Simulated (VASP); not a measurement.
# AsAu (P2_13) in VASP: relaxation of cell and atoms with PBE

Aim: the relaxation of cell and atoms of AsAu with PBE.

Program: VASP 6.6.1. These are calculated values, not measurements. Logs are shortened: lines on timing, memory, paths and dates and some standing lists are left out, and cuts for length are marked.

### Step 1. The cell of the first run

Symmetry: P2_13, No. 198, cubic system. Conventional cell: a = 5.250 Å, b = 5.250 Å, c = 5.250 Å, α = 90.00°, β = 90.00°, γ = 90.00°. Within 3.5 Å of As (site symmetry 3) lie 7 Au at 2.63 to 2.95 Å and 6 As at 3.22 Å. Au (site symmetry 3) has 7 As at 2.63 to 2.95 Å and 6 Au at 3.25 Å within 3.5 Å.

### Step 2. Relaxation of cell and atoms, PBE

INCAR reads:

```
SYSTEM = AsAu
  PREC = Accurate
  ENCUT = 540
  EDIFF = 1E-7
  ISMEAR = 0
  SIGMA = 0.1
  LREAL = .False.
  LASPH = .True.
  NELM = 120
  ALGO = Normal
  ISIF = 3
  LWAVE = .False.
  LCHARG = .False.
  GGA = PE
  IBRION = 2
  NSW = 90
  EDIFFG = -0.04
  GGA_COMPAT = .False.
  NELMIN = 4
```

KPOINTS reads:

```
Automatic mesh
0
Gamma
  4 4 4
  0 0 0
```

POSCAR reads:

```
AsAu
1.0
    5.2500712079      0.0000000000      0.0000000000
    0.0000000000      5.2500712079      0.0000000000
    0.0000000000      0.0000000000      5.2500712079
As Au
4 4
Direct
    0.1340000000      0.1340000000      0.1340000000
    0.3660000000      0.8660000000      0.6340000000
    0.6340000000      0.3660000000      0.8660000000
    0.8660000000      0.6340000000      0.3660000000
    0.8445000000      0.8445000000      0.8445000000
    0.6555000000      0.1555000000      0.3445000000
    0.3445000000      0.6555000000      0.1555000000
    0.1555000000      0.3445000000      0.6555000000
```

Potentials or basis: VASP PAW PBE potentials, release 64 (As_d, Au_sv_GW).

Started as:

```console
$ cat potpaw_PBE.64/As_d/POTCAR potpaw_PBE.64/Au_sv_GW/POTCAR > POTCAR
$ mpirun -np 1 vasp_std > vasp.out
```

OUTCAR:

```text
SYSTEM = AsAu
   PREC = Accurate
   ENCUT = 540
   EDIFF = 1E-7
   ISMEAR = 0
   LREAL = .False.
   LASPH = .True.
   NELM = 120
   ISIF = 3
   GGA = PE
   IBRION = 2
   NSW = 90
   EDIFFG = -0.04
   NELMIN = 4

 ion  position               nearest neighbor table
   1  0.134  0.134  0.134-   5 2.63   6 2.75   7 2.75   8 2.75   7 2.95   8 2.95   6 2.95
   2  0.366  0.866  0.634-   6 2.63   5 2.75   7 2.75   8 2.75   7 2.95   8 2.95   5 2.95
   3  0.634  0.366  0.866-   7 2.63   6 2.75   5 2.75   8 2.75   8 2.95   6 2.95   5 2.95
   4  0.866  0.634  0.366-   8 2.63   6 2.75   7 2.75   5 2.75   6 2.95   5 2.95   7 2.95
   5  0.844  0.844  0.844-   1 2.63   2 2.75   3 2.75   4 2.75   3 2.95   4 2.95   2 2.95   6 3.25
                             7 3.25   8 3.25   6 3.25   8 3.25   7 3.25
   6  0.656  0.156  0.344-   2 2.63   1 2.75   3 2.75   4 2.75   3 2.95   4 2.95   1 2.95   8 3.25
                             5 3.25   5 3.25   7 3.25   7 3.25   8 3.25
   7  0.344  0.656  0.156-   3 2.63   2 2.75   1 2.75   4 2.75   4 2.95   2 2.95   1 2.95   8 3.25
                             5 3.25   8 3.25   6 3.25   6 3.25   5 3.25
   8  0.156  0.344  0.656-   4 2.63   2 2.75   3 2.75   1 2.75   2 2.95   1 2.95   3 2.95   7 3.25
                             5 3.25   7 3.25   5 3.25   6 3.25   6 3.25

  LATTYP: Found a simple cubic cell.
 ALAT       =     5.2500712079

  Lattice vectors:

 A1 = (   5.2500712079,   0.0000000000,   0.0000000000)
 A2 = (   0.0000000000,   5.2500712079,   0.0000000000)
 A3 = (   0.0000000000,   0.0000000000,   5.2500712079)

Analysis of symmetry for initial positions (statically):
=====================================================================
 Subroutine PRICEL returns:
 Original cell was already a primitive cell.

 Routine SETGRP: Setting up the symmetry group for a
 simple cubic supercell.

 Subroutine GETGRP returns: Found 12 space group operations
 (whereof  3 operations were pure point group operations)
 out of a pool of 48 trial point group operations.

The static configuration has the point symmetry C_3 .
 The point group associated with its full space group is T   .

Analysis of symmetry for dynamics (positions and initial velocities):
=====================================================================
 Subroutine PRICEL returns:
 Original cell was already a primitive cell.

 Routine SETGRP: Setting up the symmetry group for a
 simple cubic supercell.

 Subroutine GETGRP returns: Found 12 space group operations
 (whereof  3 operations were pure point group operations)
 out of a pool of 48 trial point group operations.

The dynamic configuration has the point symmetry C_3 .
 The point group associated with its full space group is T   .

 Subroutine INISYM returns: Found 12 space group operations
 (whereof  3 operations are pure point group operations),
 and found     1 'primitive' translations

----------------------------------------------------------------------------------------

                                     Primitive cell

  volume of cell :     144.7090

  direct lattice vectors                    reciprocal lattice vectors
     5.250071208  0.000000000  0.000000000     0.190473607  0.000000000  0.000000000
     0.000000000  5.250071208  0.000000000     0.000000000  0.190473607  0.000000000
     0.000000000  0.000000000  5.250071208     0.000000000  0.000000000  0.190473607

  length of vectors
     5.250071208  5.250071208  5.250071208     0.190473607  0.190473607  0.190473607

  position of ions in fractional coordinates (direct lattice)
     0.134000000  0.134000000  0.134000000
     0.366000000  0.866000000  0.634000000
     0.634000000  0.366000000  0.866000000
     0.866000000  0.634000000  0.366000000
     0.844500000  0.844500000  0.844500000
     0.655500000  0.155500000  0.344500000
     0.344500000  0.655500000  0.155500000
     0.155500000  0.344500000  0.655500000

  ion indices of the primitive-cell ions
   primitive index   ion index
                 1           1
                 2           2
                 3           3
                 4           4
[... 54 lines left out ...]
   ISTART =      0    job   : 0-new  1-cont  2-samecut
   ICHARG =      2    charge: 1-file 2-atom 10-const
   ISPIN  =      1    spin polarized calculation?
   LNONCOLLINEAR =      F non collinear calculations
   LSORBIT =      F    spin-orbit coupling
   LASPH  =      T    aspherical Exc in radial PAW
   ENCUT  =  540.0 eV  39.69 Ry    6.30 a.u.   9.95  9.95  9.95*2*pi/ulx,y,z
   NELM   =    120;   NELMIN=  4; NELMDL= -5     # of ELM steps
   EDIFF  = 0.1E-06   stopping-criterion for ELM
   LREAL  =      F    real-space projection
   EDIFFG = -.4E-01   stopping-criterion for IOM
   NSW    =     90    number of steps for IOM
   IBRION =      2    ionic relax: 0-MD 1-quasi-New 2-CG
   NFREE  =      1    steps in history (QN), initial steepest desc. (CG)
   ISIF   =      3    stress and relaxation
   ISYM   =      2    0-nonsym 1-usesym 2-fastsym
   POTIM  = 0.5000    time-step for ionic-motion
   TEBEG  =    0.0;   TEEND  =   0.0 temperature during run
   PSTRESS=    0.0 pullay stress
   NELECT =     136.0000    total number of electrons
   NUPDOWN=      -1.0000    fix difference up-down
   EMIN   =  10.00;   EMAX   =-10.00  energy-range for DOS
   EFERMI =   0.00;   METHOD = LEGACY
   ISMEAR =     0;   SIGMA  =   0.10  broadening in eV -4-tet -1-fermi 0-gaus
   EFERMI_NEDOS =   21; number of points for ismear=-14 and -15
   IALGO  =     38    algorithm
   IMIX   =      4    mixing-type and parameters
     AMIX     =   0.40;   BMIX     =  1.00
     AMIX_MAG =   1.60;   BMIX_MAG =  1.00
  volume/ion in A,a.u.               =      18.09       122.07
  Fermi-wavevector in a.u.,A,eV,Ry     =   1.603575  3.030317 34.986738  2.571453
  Thomas-Fermi vector in A             =   2.700216
   LORBIT       =      0    0 simple, 1 ext, 2 COOP (PROOUT), +10 PAW based schemes
   GGA     = PE    functional components
   LHFCALC =     F    Hartree Fock is set to
   AEXX    =    0.0000 exact exchange contribution
   IVDW    =     0    specifies the selected vdW correction
   LEPSILON=     F    determine dielectric tensor
   LRPA    =     F    only Hartree local field effects (RPA)
 conjugate gradient relaxation of ions
 non-spin polarized calculation
 Gauss-broadening in eV      SIGMA  =   0.10
  energy-cutoff  :      540.00
  volume of cell :      144.71
 maximum number of plane-waves:      4224
   NGX = 19   NGY = 19   NGZ = 19

--------------------------------------- Ionic step        1  -------------------------------------------

 number of electron     135.9999935 magnetization

 Free energy of the ion-electron system (eV)
  ---------------------------------------------------
  ext. energy  EPLUGINS =         0.00000000
  ---------------------------------------------------
  free energy    TOTEN  =       -26.20569333 eV

  energy without entropy =      -26.17832286  energy(sigma->0) =      -26.19200809

------------------------ aborting loop because EDIFF is reached ----------------------------------------

  FORCE on cell =-STRESS in cart. coord.  units (eV):
  Direction    XX          YY          ZZ          XY          YZ          ZX
  --------------------------------------------------------------------------------------
  -------------------------------------------------------------------------------------
  Total        8.2186362      8.2186362      8.2186362      0.0000000     -0.0000000      0.0000000
  in kB       90.9944192     90.9944192     90.9944192      0.0000000     -0.0000000      0.0000000
  external PRESSURE =      90.9944192 kB  Pullay stress =       0.0000000 kB
[... 107 lines left out ...]
  FREE ENERGIE OF THE ION-ELECTRON SYSTEM (eV)
  ---------------------------------------------------
  free  energy   TOTEN  =       -26.5056542844 eV

  energy  without entropy=      -26.4747662722  energy(sigma->0) =      -26.49021028

[... ionic steps 4 to 7 ...]

--------------------------------------- Ionic step        8  -------------------------------------------

 number of electron     136.0000024 magnetization

 E-fermi :   6.0218     XC(G=0): -11.9289

 val. band max:        6.0176546996   @ k =   0.0000   0.0000   0.0000
 cond. band min:       6.0715329079   @ k =   0.2500   0.0000   0.0000
 fundamental gap:      0.0538782083
 Fermi energy:         6.0218430887

 k-point     1 :       0.0000    0.0000    0.0000
  band No.  band energies     occupation
      1     -99.9663      2.00000
      2     -99.9656      2.00000
      3     -99.9656      2.00000
      4     -99.9656      2.00000
      5     -51.3711      2.00000
      6     -51.3711      2.00000
[... 902 lines left out ...]
     79      12.3743      0.00000
     80      12.3743      0.00000
 [bands above 80 left out]

------------------------ aborting loop because EDIFF is reached ----------------------------------------

  FORCE on cell =-STRESS in cart. coord.  units (eV):
  Direction    XX          YY          ZZ          XY          YZ          ZX
  --------------------------------------------------------------------------------------
  -------------------------------------------------------------------------------------
  Total        0.5147542      0.5147542      0.5147542      0.0000000      0.0000000     -0.0000000
  in kB        5.3214456      5.3214456      5.3214456      0.0000000      0.0000000     -0.0000000
  external PRESSURE =       5.3214456 kB  Pullay stress =       0.0000000 kB
[... 71 lines left out ...]
--------------------------------------- Ionic step       10  -------------------------------------------

 number of electron     136.0000035 magnetization

 Free energy of the ion-electron system (eV)
  ---------------------------------------------------
  ext. energy  EPLUGINS =         0.00000000
  ---------------------------------------------------
  free energy    TOTEN  =       -26.55918334 eV

  energy without entropy =      -26.52485053  energy(sigma->0) =      -26.54201693

 E-fermi :   5.9513     XC(G=0): -11.8964

 val. band max:        5.9480080931   @ k =   0.0000   0.0000   0.0000
 cond. band min:       6.0006356268   @ k =   0.2500   0.0000   0.0000
 fundamental gap:      0.0526275337
 Fermi energy:         5.9512636384

 k-point     1 :       0.0000    0.0000    0.0000
  band No.  band energies     occupation
      1    -100.0146      2.00000
      2    -100.0141      2.00000
      3    -100.0141      2.00000
      4    -100.0141      2.00000
      5     -51.4185      2.00000
      6     -51.4185      2.00000
[... 902 lines left out ...]
     79      12.3005      0.00000
     80      12.3005      0.00000
 [bands above 80 left out]

------------------------ aborting loop because EDIFF is reached ----------------------------------------

  FORCE on cell =-STRESS in cart. coord.  units (eV):
  Direction    XX          YY          ZZ          XY          YZ          ZX
  --------------------------------------------------------------------------------------
  -------------------------------------------------------------------------------------
  Total       -0.0436349     -0.0436349     -0.0436349     -0.0000000      0.0000000     -0.0000000
  in kB       -0.4485545     -0.4485545     -0.4485545     -0.0000000      0.0000000     -0.0000000
  external PRESSURE =      -0.4485545 kB  Pullay stress =       0.0000000 kB
[... 23 lines left out ...]
  FREE ENERGIE OF THE ION-ELECTRON SYSTEM (eV)
  ---------------------------------------------------
  free  energy   TOTEN  =       -26.5591833386 eV

  energy  without entropy=      -26.5248505280  energy(sigma->0) =      -26.54201693

 reached required accuracy - stopping structural energy minimisation
```

Run time: 20 min. Hardware: 1 thread of Intel Xeon Platinum 8488C (Sapphire Rapids), shared host; peak memory 0.31 GiB.

Results:

- Free energy: -26.5592 eV
- Relaxed volume: 19.48 Å³/atom
- Relaxed cell: a = 5.382 Å, b = 5.382 Å, c = 5.382 Å, α = 90.00°, β = 90.00°, γ = 90.00°
- Space group after relaxing (to 0.1 Å): P2_13 (No. 198)
- Energy gained by relaxing: 44.2 meV/atom
- Ionic steps: 10
- Pressure after relaxing: 0.0 GPa
- Largest force after relaxing: 0.033 eV/Å
- Band gap on the k mesh: zero (bands 68 and 69 overlap by 0.23 eV)

Forces in eV/Å, atoms in the order of the input:
```
As  -0.019 -0.019 -0.019
As   0.019  0.019 -0.019
As  -0.019  0.019  0.019
As   0.019 -0.019  0.019
Au  -0.005 -0.005 -0.005
Au   0.005  0.005 -0.005
Au  -0.005  0.005  0.005
Au   0.005 -0.005  0.005
```

Step by step:
```tsv
step	energy change (eV)	largest force (eV/Å)	pressure (GPa)	volume (Å³)
1	0.0000	0.3998	9.10	144.71
2	-0.0437	0.2429	-6.64	167.31
3	-0.3000	0.2935	-0.25	155.79
4	-0.3000	0.2954	-0.10	155.56
5	-0.3143	0.2575	-0.04	155.47
6	-0.3434	0.1256	0.21	155.20
7	-0.3367	0.1611	1.16	154.67
8	-0.3519	0.0199	0.53	154.98
9	-0.3470	0.0588	-1.18	157.67
10	-0.3535	0.0332	-0.04	155.86
```

Final structure:
```cif
data_structure
_symmetry_space_group_name_H-M 'P 1'
_symmetry_Int_Tables_number 1
_cell_length_a 5.3816
_cell_length_b 5.3816
_cell_length_c 5.3816
_cell_angle_alpha 90.000
_cell_angle_beta 90.000
_cell_angle_gamma 90.000
_cell_volume 155.86
loop_
_atom_site_label
_atom_site_type_symbol
_atom_site_fract_x
_atom_site_fract_y
_atom_site_fract_z
_atom_site_occupancy
As1 As 0.13397 0.13397 0.13397 1
As2 As 0.36603 0.86603 0.63397 1
As3 As 0.63397 0.36603 0.86603 1
As4 As 0.86603 0.63397 0.36603 1
Au1 Au 0.83405 0.83405 0.83405 1
Au2 Au 0.66595 0.16595 0.33405 1
Au3 Au 0.33405 0.66595 0.16595 1
Au4 Au 0.16595 0.33405 0.66595 1
```

Caveat: spin-orbit coupling is left out, which moves the levels of the heavy elements.

The gap in the log of VASP goes by the Fermi energy; the results here count the filled bands.